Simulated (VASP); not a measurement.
Write the native input for VASP 6.6.1 that does the following.

| Quantity | Value |
| --- | --- |
| Task | single point |
| Functional | LDA |
| Potentials or basis | VASP PAW LDA potentials, release 64 (Cu, O) |
| Cutoff | 520 eV |
| k mesh | 10 × 10 × 5 |
| Occupations | fermi-dirac, width 0.05 eV |
| Spin | no spin polarisation |
| Dipole correction | no |
| Further INCAR settings | ALGO = Normal; EDIFF = 1e-07; NBANDS = 25 |

The structure of CuO lies in POSCAR:

```
CuO
1.0
    2.3101994985     -1.6881714891      0.0000000000
    2.3101994985      1.6881714891      0.0000000000
   -0.8385391614      0.0000000000      4.9895114286
Cu O
2 2
Direct
    0.5000000000      0.0000000000      0.5000000000
    0.0000000000      0.5000000000      0.0000000000
    0.4184000000      0.5816000000      0.7500000000
    0.5816000000      0.4184000000      0.2500000000
```

One way to write it, as run:

INCAR

```
PREC     = Accurate       # precision mode
ENCUT    = 520            # plane-wave cutoff, eV
EDIFF    = 1E-7           # SCF threshold, eV
ISMEAR   = -1             # smearing method
SIGMA    = 0.05           # smearing width, eV
LREAL    = False          # projectors in reciprocal space
LASPH    = True           # aspherical terms in the spheres
NELM     = 100            # most SCF steps
ALGO     = Normal         # electronic algorithm
ISIF     = 2              # what is computed and relaxed
LWAVE    = False          # write WAVECAR
LCHARG   = False          # write CHGCAR
NBANDS   = 25             # bands
```

KPOINTS

```
regular mesh
0
Gamma
  10 10 5
```

Potentials or basis: VASP PAW LDA potentials, release 64 (Cu, O).

Launch:

```sh
$ cat potpaw_LDA.64/Cu/POTCAR potpaw_LDA.64/O/POTCAR > POTCAR
$ mpirun -np 1 vasp_std > vasp.out
```

Results of the run:

```
Pressure               : -1.4 GPa
Largest force          : 0.294 eV/Å
Band gap on the k mesh : zero (bands 17 and 18 overlap by 0.61 eV)
```

Caveat: semilocal functionals often make such compounds metallic where correlation or magnetic order opens a gap, which also shifts bond lengths.

Wall time 110 s on 1 thread of Intel(R) Xeon(R) Platinum 8259CL CPU @ 2.50GHz (Skylake/Cascade Lake), with other jobs on the host, peak memory 0.22 GiB.
